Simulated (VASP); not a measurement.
Write the native input for VASP 6.6.1 that does the following.

```yaml
Task: single point
Functional: PBE
Potentials_or_basis: VASP PAW PBE potentials, release 64 (Mo_sv, F)
Cutoff: 520 eV
k_mesh: 4 × 4 × 4
Occupations: gaussian, width 0.1 eV
Spin: collinear spin, ferromagnetic start
Starting_moments: "[1.0, 1.0, 0.0, 0.0, 0.0] μB"
Dipole_correction: no
Further_INCAR_settings: ALGO = Normal; EDIFF = 1e-06; NBANDS = 36
```

The structure of Mo2F3 lies in POSCAR:

```
Mo2F3
1.0
    4.3325015600      0.0000000000      0.0000000000
    0.0000000000      4.3325015600      0.0000000000
    0.0000000000      0.0000000000      4.3325015600
Mo F
2 3
Direct
    0.5000000000      0.5000000000      0.5000000000
    0.0000000000      0.0000000000      0.0000000000
    0.5000000000      0.0000000000      0.0000000000
    0.0000000000      0.5000000000      0.0000000000
    0.0000000000      0.0000000000      0.5000000000
```

The input as run:

INCAR

```
PREC = Accurate
ENCUT = 520
EDIFF = 1E-6
ISMEAR = 0
SIGMA = 0.1
LREAL = F
LASPH = T
NELM = 150
ALGO = Normal
ISIF = 2
LWAVE = F
LCHARG = F
ISPIN = 2
MAGMOM = 1 1 0 0 0
LORBIT = 11
LMAXMIX = 4
GGA = PE
NBANDS = 36
```

KPOINTS

```
Automatic mesh
0
Gamma
  4 4 4
```

Potentials or basis: VASP PAW PBE potentials, release 64 (Mo_sv, F).

Command:

```console
$ cat potpaw_PBE.64/Mo_sv/POTCAR potpaw_PBE.64/F/POTCAR > POTCAR
$ mpirun -np 1 vasp_std > vasp.out
```

It gave:

```yaml
Pressure: 0.3 GPa
Net_moment: 1.67 μB per cell
Site_moments: Mo +4.05, -2.95; F -0.01 μB
Valence_electrons_inside_the_program's_atomic_spheres: Mo 12.15, 12.00; F 6.07
```

Caveat: the k points lie up to 0.36 Å⁻¹ apart.

It took 48 s on 1 thread of AMD EPYC 9R45 96-Core Processor (Zen 5), with other jobs on the host, peak memory 0.19 GiB.
